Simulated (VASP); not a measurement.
Ir, 2 atoms in the cell. Symmetry: P6_3/mmc, No. 194, hexagonal system. Conventional cell: a = 2.663 Å, b = 2.663 Å, c = 4.320 Å, α = 90.00°, β = 90.00°, γ = 120.00°. Within 3.5 Å of Ir (site symmetry -6m2) lie 12 Ir at 2.65 to 2.66 Å.  This cell differs from its parent crystal: volume scaled by 0.94.

```yaml
Program: VASP 6.6.1
Task: relaxation of shape and atoms at fixed volume
Functional: PBEsol
Potentials_or_basis: VASP PAW PBE potentials, release 64 (Ir)
Cutoff: 600 eV
k_mesh: 18 × 18 × 10
Occupations: gaussian, width 0.1 eV
Spin: no spin polarisation
Dipole_correction: no
Further_INCAR_settings: ALGO = Fast; EDIFF = 1e-06; IBRION = 2; EDIFFG = -0.01; NSW = 50; ISIF = 4
```

Potentials or basis: VASP PAW PBE potentials, release 64 (Ir).

Command:

```sh
$ cat potpaw_PBE.64/Ir/POTCAR > POTCAR
$ mpirun -np 1 vasp_std > vasp.out
```

Hardware: 1 thread of Intel(R) Xeon(R) 6975P-C (Granite Rapids), with other jobs on the host.

How long does it take, and how much memory?

Wall time 56 s on 1 thread of Intel(R) Xeon(R) 6975P-C (Granite Rapids), with other jobs on the host, peak memory 0.23 GiB. Counts: scf iterations 24, k points 222, ion steps 3.
